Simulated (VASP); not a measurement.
A run of VASP 6.6.1 is set up as follows.

File INCAR:

```
  ALGO = Normal
  EDIFF = 1E-6
  ENCUT = 520
  GGA = PE
  ISIF = 2
  ISMEAR = 1
  LASPH = True
  LCHARG = True
  LELF = True
  LREAL = False
  LVHAR = True
  LWAVE = False
  NBANDS = 10
  NELM = 80
  PREC = Accurate
  SIGMA = 0.1
```

The input KPOINTS:

```
k-points
0
Gamma
  12 12 12
```

The input POSCAR:

```
Na
1.0
    2.5273938748      0.0000000000      0.0000000000
    0.0000000000      2.5273938748      0.0000000000
    0.0000000000      0.0000000000      2.5273938748
Na
1
Direct
    0.0000000000      0.0000000000      0.0000000000
```

Potentials or basis: VASP PAW PBE potentials, release 64 (Na_pv).

Run with:

```sh
$ cat potpaw_PBE.64/Na_pv/POTCAR > POTCAR
$ mpirun -np 1 vasp_std > vasp.out
```

Estimate the pressure.

30.1 GPa.
